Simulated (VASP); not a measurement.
# ZnMo2Se4 (P3m1) in VASP: further runs

The runs below take ZnMo2Se4 through single point, with PBE.

Everything below comes from runs of VASP 6.6.1. Logs are shortened: lines on timing, memory, paths and dates and some standing lists are left out, and cuts for length are marked.

## Step 1: The cell of the first run

It takes space group P3m1 (No. 156, trigonal). Conventional cell: a = 3.291 Å, b = 3.291 Å, c = 17.755 Å, α = 90.00°, β = 90.00°, γ = 120.00°. Mo (site symmetry 3m) has 6 Se at 2.53 Å and 6 Mo at 3.29 Å within 3.3 Å. Mo (site symmetry 3m) has 6 Se at 2.53 Å and 6 Mo at 3.29 Å within 3.3 Å. Se (site symmetry 3m) has 3 Mo at 2.53 Å and 7 Se at 3.29 to 3.34 Å and 1 Zn at 3.31 Å within 3.4 Å. Within 3.5 Å of Se (site symmetry 3m) lie 3 Mo at 2.53 Å and 7 Se at 3.29 to 3.34 Å and 3 Zn at 3.40 Å. Within 3.4 Å of Se (site symmetry 3m) lie 3 Mo at 2.53 Å and 7 Se at 3.29 to 3.34 Å. Within 3.4 Å of Se (site symmetry 3m) lie 3 Mo at 2.53 Å and 7 Se at 3.29 to 3.34 Å. Zn (site symmetry 3m) has 6 Zn at 3.29 Å and 4 Se at 3.31 to 3.40 Å within 4.3 Å.

## Step 2: Single point, PBE

The input, INCAR:

```
SYSTEM = ZnMo2Se4
PREC = Accurate
ENCUT = 520
EDIFF = 1E-6
ISMEAR = -1
SIGMA = 0.05
LREAL = .False.
LASPH = .True.
NELM = 100
ALGO = Normal
ISIF = 2
LWAVE = .False.
LCHARG = .False.
GGA = PE
NBANDS = 41
```

The input, KPOINTS:

```
Automatic mesh
0
Gamma
  9 9 2
  0 0 0
```

The input, POSCAR:

```
ZnMo2Se4
1.0
    3.2911317401      0.0000000000      0.0000000000
   -1.6455658701      2.8502036941      0.0000000000
    0.0000000000      0.0000000000     17.7554322439
Mo Se Zn
2 4 1
Direct
    0.6666666667      0.3333333333      0.2392630000
    0.0000000000      0.0000000000      0.7732790000
    0.0000000000      0.0000000000      0.3332870000
    0.6666666667      0.3333333333      0.6788960000
    0.6666666667      0.3333333333      0.8669470000
    0.0000000000      0.0000000000      0.1453890000
    0.0000000000      0.0000000000      0.5199400000
```

Potentials or basis: VASP PAW PBE potentials, release 64 (Mo_sv, Se, Zn).

Run with:

```console
$ cat potpaw_PBE.64/Mo_sv/POTCAR potpaw_PBE.64/Se/POTCAR potpaw_PBE.64/Zn/POTCAR > POTCAR
$ mpirun -np 1 vasp_std > vasp.out
```

OUTCAR:

```text
SYSTEM = ZnMo2Se4
   PREC = Accurate
   ENCUT = 520
   EDIFF = 1E-6
   ISMEAR = -1
   LREAL = .False.
   LASPH = .True.
   NELM = 100
   ISIF = 2
   GGA = PE

 ion  position               nearest neighbor table
   1  0.667  0.333  0.239-   6 2.53   6 2.53   6 2.53   3 2.53   3 2.53   3 2.53
   2  0.000  0.000  0.773-   5 2.53   5 2.53   5 2.53   4 2.53   4 2.53   4 2.53
   3  0.000  0.000  0.333-   1 2.53   1 2.53   1 2.53
   4  0.667  0.333  0.679-   2 2.53   2 2.53   2 2.53
   5  0.667  0.333  0.867-   2 2.53   2 2.53   2 2.53
   6  0.000  0.000  0.145-   1 2.53   1 2.53   1 2.53
   7  0.000  0.000  0.520-

  LATTYP: Found a hexagonal cell.
 ALAT       =     3.2911317401
 C/A-ratio  =     5.3949320921

  Lattice vectors:

 A1 = (   3.2911317401,   0.0000000000,   0.0000000000)
 A2 = (  -1.6455658701,   2.8502036941,   0.0000000000)
 A3 = (   0.0000000000,   0.0000000000,  17.7554322439)

Analysis of symmetry for initial positions (statically):
=====================================================================
 Subroutine PRICEL returns:
 Original cell was already a primitive cell.

 Routine SETGRP: Setting up the symmetry group for a
 hexagonal supercell.

 Subroutine GETGRP returns: Found  6 space group operations
 (whereof  6 operations were pure point group operations)
 out of a pool of 24 trial point group operations.

The static configuration has the point symmetry C_3v.

Analysis of symmetry for dynamics (positions and initial velocities):
=====================================================================
 Subroutine PRICEL returns:
 Original cell was already a primitive cell.

 Routine SETGRP: Setting up the symmetry group for a
 hexagonal supercell.

 Subroutine GETGRP returns: Found  6 space group operations
 (whereof  6 operations were pure point group operations)
 out of a pool of 24 trial point group operations.

The dynamic configuration has the point symmetry C_3v.

 Subroutine INISYM returns: Found  6 space group operations
 (whereof  6 operations are pure point group operations),
 and found     1 'primitive' translations

----------------------------------------------------------------------------------------

                                     Primitive cell

  volume of cell :     166.5530

  direct lattice vectors                    reciprocal lattice vectors
     3.291131740  0.000000000  0.000000000     0.303846846  0.175426059  0.000000000
    -1.645565870  2.850203694  0.000000000     0.000000000  0.350852117  0.000000000
     0.000000000  0.000000000 17.755432244     0.000000000  0.000000000  0.056320792

  length of vectors
     3.291131740  3.291131740 17.755432244     0.350852117  0.350852117  0.056320792

  position of ions in fractional coordinates (direct lattice)
     0.666666667  0.333333333  0.239263000
     0.000000000  0.000000000  0.773279000
     0.000000000  0.000000000  0.333287000
     0.666666667  0.333333333  0.678896000
     0.666666667  0.333333333  0.866947000
     0.000000000  0.000000000  0.145389000
     0.000000000  0.000000000  0.519940000

  ion indices of the primitive-cell ions
   primitive index   ion index
                 1           1
                 2           2
                 3           3
                 4           4
                 5           5
                 6           6
                 7           7

----------------------------------------------------------------------------------------

 KPOINTS: Automatic mesh

Automatic generation of k-mesh.
 Grid dimensions read from file:
 generate k-points for:    9    9    2

 Generating k-lattice:

  Cartesian coordinates                     Fractional coordinates (reciprocal lattice)
     0.033760761  0.019491784  0.000000000     0.111111111  0.000000000  0.000000000
     0.000000000  0.038983569  0.000000000     0.000000000  0.111111111  0.000000000
     0.000000000  0.000000000  0.028160396     0.000000000  0.000000000  0.500000000

  Length of vectors
     0.038983569  0.038983569  0.028160396

  Shift w.r.t. Gamma in fractional coordinates (k-lattice)
     0.000000000  0.000000000  0.000000000

 Subroutine IBZKPT returns following result:
 ===========================================

 Found     24 irreducible k-points:

 Following reciprocal coordinates:
            Coordinates               Weight
  0.000000  0.000000  0.000000      1.000000
  0.111111  0.000000  0.000000      6.000000
  0.222222 -0.000000  0.000000      6.000000
  0.333333 -0.000000  0.000000      6.000000
  0.444444 -0.000000  0.000000      6.000000
  0.111111  0.111111  0.000000      6.000000
[... 16 lines left out ...]
  0.333333  0.222222  0.500000     12.000000
  0.333333  0.333333  0.500000      2.000000
   k-points           NKPTS =     24   k-points in BZ     NKDIM =     24   number of bands    NBANDS=     41
   number of dos      NEDOS =    301   number of ions     NIONS =      7
   total plane-waves  NPLWV =  80640
   dimension x,y,z NGX =    24 NGY =   24 NGZ =  140
   dimension x,y,z NGXF=    48 NGYF=   48 NGZF=  280
   ions per type =               2   4   1
   NGX,Y,Z   is equivalent  to a cutoff of  12.12, 12.12, 13.11 a.u.
   NGXF,Y,Z  is equivalent  to a cutoff of  24.25, 24.25, 26.22 a.u.
 SYSTEM =  ZnMo2Se4
   PREC   = accura    normal or accurate (medium, high low for compatibility)
   ISTART =      0    job   : 0-new  1-cont  2-samecut
   ICHARG =      2    charge: 1-file 2-atom 10-const
   ISPIN  =      1    spin polarized calculation?
   LNONCOLLINEAR =      F non collinear calculations
   LSORBIT =      F    spin-orbit coupling
   LASPH  =      T    aspherical Exc in radial PAW
   ENCUT  =  520.0 eV  38.22 Ry    6.18 a.u.   6.12  6.12 33.01*2*pi/ulx,y,z
   NELM   =    100;   NELMIN=  2; NELMDL= -5     # of ELM steps
   EDIFF  = 0.1E-05   stopping-criterion for ELM
   LREAL  =      F    real-space projection
   EDIFFG = 0.1E-04   stopping-criterion for IOM
   NSW    =      0    number of steps for IOM
   IBRION =     -1    ionic relax: 0-MD 1-quasi-New 2-CG
   NFREE  =      0    steps in history (QN), initial steepest desc. (CG)
   ISIF   =      2    stress and relaxation
   ISYM   =      2    0-nonsym 1-usesym 2-fastsym
   POTIM  = 0.5000    time-step for ionic-motion
   TEBEG  =    0.0;   TEEND  =   0.0 temperature during run
   PSTRESS=    0.0 pullay stress
   NELECT =      64.0000    total number of electrons
   NUPDOWN=      -1.0000    fix difference up-down
   EMIN   =  10.00;   EMAX   =-10.00  energy-range for DOS
   EFERMI =   0.00;   METHOD = LEGACY
   ISMEAR =    -1;   SIGMA  =   0.05  broadening in eV -4-tet -1-fermi 0-gaus
   EFERMI_NEDOS =   21; number of points for ismear=-14 and -15
   IALGO  =     38    algorithm
   IMIX   =      4    mixing-type and parameters
     AMIX     =   0.40;   BMIX     =  1.00
     AMIX_MAG =   1.60;   BMIX_MAG =  1.00
  volume/ion in A,a.u.               =      23.79       160.56
  Fermi-wavevector in a.u.,A,eV,Ry     =   1.190193  2.249138 19.273457  1.416559
  Thomas-Fermi vector in A             =   2.326283
   LORBIT       =      0    0 simple, 1 ext, 2 COOP (PROOUT), +10 PAW based schemes
   GGA     = PE    functional components
   LHFCALC =     F    Hartree Fock is set to
   AEXX    =    0.0000 exact exchange contribution
   IVDW    =     0    specifies the selected vdW correction
   LEPSILON=     F    determine dielectric tensor
   LRPA    =     F    only Hartree local field effects (RPA)
 non-spin polarized calculation
  energy-cutoff  :      520.00
  volume of cell :      166.55
 maximum number of plane-waves:      4536
   NGX = 13   NGY = 13   NGZ = 67

 number of electron      64.0000005 magnetization

 Free energy of the ion-electron system (eV)
  ---------------------------------------------------
  ext. energy  EPLUGINS =         0.00000000
  ---------------------------------------------------
  free energy    TOTEN  =       -40.35181087 eV

  energy without entropy =      -40.34754502  energy(sigma->0) =      -40.34967794

 E-fermi :   4.9517     XC(G=0):  -9.4979

 val. band max:        4.8993715106   @ k =   0.3333   0.3333   0.5000
 cond. band min:       5.0968582967   @ k =   0.2222   0.1111   0.5000
 fundamental gap:      0.1974867861
 Fermi energy:         4.9517447061

 k-point     1 :       0.0000    0.0000    0.0000
  band No.  band energies     occupation
      1     -57.2029      2.00000
      2     -57.1032      2.00000
      3     -31.3711      2.00000
      4     -31.2652      2.00000
      5     -31.1802      2.00000
      6     -31.1802      2.00000
[... 33 lines left out ...]
     40       6.8071      0.00000
     41       7.6119      0.00000

 k-point     2 :       0.1111    0.0000    0.0000
  band No.  band energies     occupation
      1     -57.2001      2.00000
      2     -57.1004      2.00000
      3     -31.3646      2.00000
      4     -31.2587      2.00000
      5     -31.2116      2.00000
      6     -31.1874      2.00000
[... 33 lines left out ...]
     40       6.8190      0.00000
     41       8.0814      0.00000

 k-point     3 :       0.2222   -0.0000    0.0000
  band No.  band energies     occupation
      1     -57.1929      2.00000
      2     -57.0932      2.00000
      3     -31.3480      2.00000
      4     -31.2904      2.00000
      5     -31.2421      2.00000
      6     -31.2055      2.00000
[... 33 lines left out ...]
     40       7.2538      0.00000
     41       8.6537      0.00000

 k-point     4 :       0.3333   -0.0000    0.0000
  band No.  band energies     occupation
      1     -57.1848      2.00000
      2     -57.0851      2.00000
      3     -31.3787      2.00000
      4     -31.3291      2.00000
      5     -31.2833      2.00000
      6     -31.2261      2.00000
[... 825 lines left out ...]
     40       7.7461      0.00000
     41       8.3173      0.00000

 k-point    23 :       0.3333    0.2222    0.5000
  band No.  band energies     occupation
      1     -57.1771      2.00000
      2     -57.0774      2.00000
      3     -31.4045      2.00000
      4     -31.3113      2.00000
      5     -31.3090      2.00000
      6     -31.3029      2.00000
[... 33 lines left out ...]
     40       7.6269      0.00000
     41       8.0092      0.00000

 k-point    24 :       0.3333    0.3333    0.5000
  band No.  band energies     occupation
      1     -57.1757      2.00000
      2     -57.0760      2.00000
      3     -31.3790      2.00000
      4     -31.3475      2.00000
      5     -31.3080      2.00000
      6     -31.2836      2.00000
[... 33 lines left out ...]
     40       7.2714      0.00000
     41       7.9790      0.00000

------------------------ aborting loop because EDIFF is reached ----------------------------------------

  FORCE on cell =-STRESS in cart. coord.  units (eV):
  Direction    XX          YY          ZZ          XY          YZ          ZX
  --------------------------------------------------------------------------------------
  -------------------------------------------------------------------------------------
  Total        1.4702459      1.4702459      1.8716293     -0.0000000      0.0000000      0.0000000
  in kB       14.1432152     14.1432152     18.0043730     -0.0000000      0.0000000      0.0000000
  external PRESSURE =      15.4302678 kB  Pullay stress =       0.0000000 kB

 VOLUME and BASIS-vectors are now :
 -----------------------------------------------------------------------------
  energy-cutoff  :      520.00
  volume of cell :      166.55
      direct lattice vectors                 reciprocal lattice vectors
     3.291131740  0.000000000  0.000000000     0.303846846  0.175426059  0.000000000
    -1.645565870  2.850203694  0.000000000     0.000000000  0.350852117  0.000000000
     0.000000000  0.000000000 17.755432244     0.000000000  0.000000000  0.056320792

 POSITION                                       TOTAL-FORCE (eV/Angst)
 -----------------------------------------------------------------------------------
      1.64557      0.95007      4.24822        -0.000000      0.000000      0.007914
      0.00000      0.00000     13.72990        -0.000000     -0.000000      0.004267
      0.00000      0.00000      5.91765         0.000000     -0.000000      0.216711
      1.64557      0.95007     12.05409         0.000000     -0.000000     -0.200506
      1.64557      0.95007     15.39302         0.000000      0.000000      0.267666
      0.00000      0.00000      2.58144        -0.000000     -0.000000     -0.237810
      0.00000      0.00000      9.23176         0.000000     -0.000000     -0.058241
 -----------------------------------------------------------------------------------
    total drift:                               -0.000000      0.000001     -0.000346

  FREE ENERGIE OF THE ION-ELECTRON SYSTEM (eV)
  ---------------------------------------------------
  free  energy   TOTEN  =       -40.3518108665 eV

  energy  without entropy=      -40.3475450227  energy(sigma->0) =      -40.34967794
```

Wall time 4.7 min (1 thread of Oxide Virtual Turin-like, shared host); peak memory 0.33 GiB.

Results:

```yaml
Free_energy: -40.3518 eV
Pressure: 1.5 GPa
Largest_force: 0.268 eV/Å
Band_gap_on_the_k_mesh: 0.20 eV (least direct gap 0.22 eV)
```

Forces in eV/Å, atoms in the order of the input:
```
Mo   0.000  0.000  0.008
Mo   0.000  0.000  0.004
Se   0.000  0.000  0.217
Se   0.000  0.000 -0.201
Se   0.000  0.000  0.268
Se   0.000  0.000 -0.238
Zn   0.000  0.000 -0.058
```

[end of part 1 of 2]
